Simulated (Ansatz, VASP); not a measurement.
# Ir in VASP and in Ansatz

```xyz
1
Lattice="0.0000 1.9677 1.9677 1.9677 0.0000 1.9677 1.9677 1.9677 0.0000" Properties=species:S:1:pos:R:3 pbc="T T T"
Ir    0.0000    0.0000    0.0000
```

Change from the starting cell: strain +0.025 along x and y, +0.025 along z, atoms carried along.

Alike in both runs: task single point; functional PBE; k mesh 22 × 22 × 22; occupations gaussian, width 0.15 eV; no spin polarisation.

|  | VASP | Ansatz |
| --- | --- | --- |
| version | VASP 6.6.1 | Ansatz 0.2.0 |
| potentials or method | VASP PAW PBE potentials, release 64 (Ir), cutoff 520 eV | scalar-relativistic, plane waves, PAW |
| valence electrons in the cell | 9 | 17 |

VASP gave:

```
gap on the k mesh at the Fermi level (eV) : none
pressure (GPa)                            : -14.8
```

What did Ansatz give for the same quantities?

gap on the k mesh at the Fermi level (eV): none; pressure (GPa): -15.1.

A gap of «none» marks a metal or a gap that the smearing closes. The functional is the same, so the differences come from potentials, cutoffs and numerics. VASP's potentials hold 9 valence electrons a cell and Ansatz's 17, so a difference there can come from the potentials and not from the codes.

Spin-orbit coupling is off throughout.
